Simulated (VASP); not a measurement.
## LaTiO3: single point with LDA

LaTiO3:

```xyz
5
Lattice="4.1237 0.0000 0.0000 0.0000 4.1237 0.0000 0.0000 0.0000 4.1237" Properties=species:S:1:pos:R:3 pbc="T T T"
Ti    0.0000    0.0000    0.0000
O     2.0618    0.0000    0.0000
O     0.0000    2.0618    0.0000
O     0.0000    0.0000    2.0618
La    2.0618    2.0618    2.0618
```

```json
{
  "Program": "VASP 6.6.1",
  "Task": "single point",
  "Functional": "LDA",
  "Potentials or basis": "VASP PAW LDA potentials, release 64 (Ti_sv, O, La)",
  "Cutoff": "520 eV",
  "k mesh": "6 × 6 × 6",
  "Occupations": "fermi-dirac, width 0.1 eV",
  "Spin": "collinear spin",
  "Starting moments": "[1.0, 0.0, 0.0, 0.0, 0.0] μB"
}
```

| Property | Result |
| --- | --- |
| Pressure | -26.4 GPa |
| Net moment | 0.00 μB per cell |
| Valence electrons inside the program's atomic spheres | Ti 10.19; O 4.94; La 8.31 |

Levels at points of the mesh, in eV from the Fermi level:
Spin up:
| k point | band 16 | band 17 | band 18 | band 19 | band 20 | band 21 | band 22 | band 23 | band 24 | band 25 |
| --- | --- | --- | --- | --- | --- | --- | --- | --- | --- | --- |
| (0.00, 0.00, 0.00) | -4.26 | -4.26 | -3.33 | -3.33 | -3.33 | -0.61 | -0.61 | -0.61 | 0.02 | 0.02 |
| (0.50, 0.00, 0.00) | -5.12 | -4.96 | -4.96 | -3.73 | -3.73 | -0.46 | 0.59 | 0.70 | 0.70 | 0.77 |
| (0.50, 0.50, 0.00) | -5.59 | -4.61 | -4.39 | -4.39 | -3.27 | 0.62 | 0.62 | 0.80 | 0.83 | 0.86 |
| (0.50, 0.50, 0.50) | -5.97 | -5.97 | -3.23 | -3.23 | -3.23 | 0.65 | 0.65 | 0.65 | 0.88 | 1.02 |
Spin down:
```tsv
k point	band 18	band 19	band 20	band 21	band 22	band 23
(0.00, 0.00, 0.00)	-3.33	-3.33	-3.33	-0.61	-0.61	-0.61
(0.50, 0.00, 0.00)	-4.96	-3.73	-3.73	-0.46	0.59	0.70
(0.50, 0.50, 0.00)	-4.39	-4.39	-3.27	0.62	0.62	0.80
(0.50, 0.50, 0.50)	-3.23	-3.23	-3.23	0.65	0.65	0.65
```

It took 57 s on 1 thread of Intel(R) Xeon(R) Platinum 8488C (Sapphire Rapids), on a shared host, peak memory 0.22 GiB.

Caveat: the cell stands under tension; spin-orbit coupling is left out, which moves the levels of the heavy elements; semilocal functionals often make such compounds metallic where correlation or magnetic order opens a gap, which also shifts bond lengths.
